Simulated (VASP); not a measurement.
The system is Pd.

```
Pd
1.0
     0.00000    1.94650    1.94650
     1.94650    0.00000    1.94650
     1.94650    1.94650    0.00000
Pd
1
Cartesian
  0.0000 0.0000 0.0000
```

```yaml
Program: VASP 6.6.1
Task: relaxation of volume and atoms at fixed shape
Functional: LDA
Potentials_or_basis: VASP PAW LDA potentials, release 64 (Pd)
Cutoff: 600 eV
k_mesh: 10 × 10 × 10
Occupations: methfessel-paxton, width 0.1 eV
Spin: no spin polarisation
```

At the start: pressure -8.5 GPa; volume 14.75 Å³/atom.

Problem. Where does the relaxation end?

Solution. Over 3 steps the energy falls by 16.7 meV/atom and the volume is 14.16 Å³/atom (-4.0 %); space group Fm-3m (No. 225, to 0.05 Å).

Step by step:
| step | energy change (eV) | largest force (eV/Å) | pressure (GPa) | volume (Å³) |
| --- | --- | --- | --- | --- |
| 1 | 0.0000 | 0.0000 | -8.53 | 14.75 |
| 2 | 0.0440 | 0.0000 | 20.79 | 13.14 |
| 3 | -0.0167 | 0.0000 | -0.22 | 14.16 |

Final structure:
```
Pd
1.0
     0.00000    1.92027    1.92027
     1.92027    0.00000    1.92027
     1.92027    1.92027    0.00000
Pd
1
Direct
  0.00000 0.00000 0.00000
```
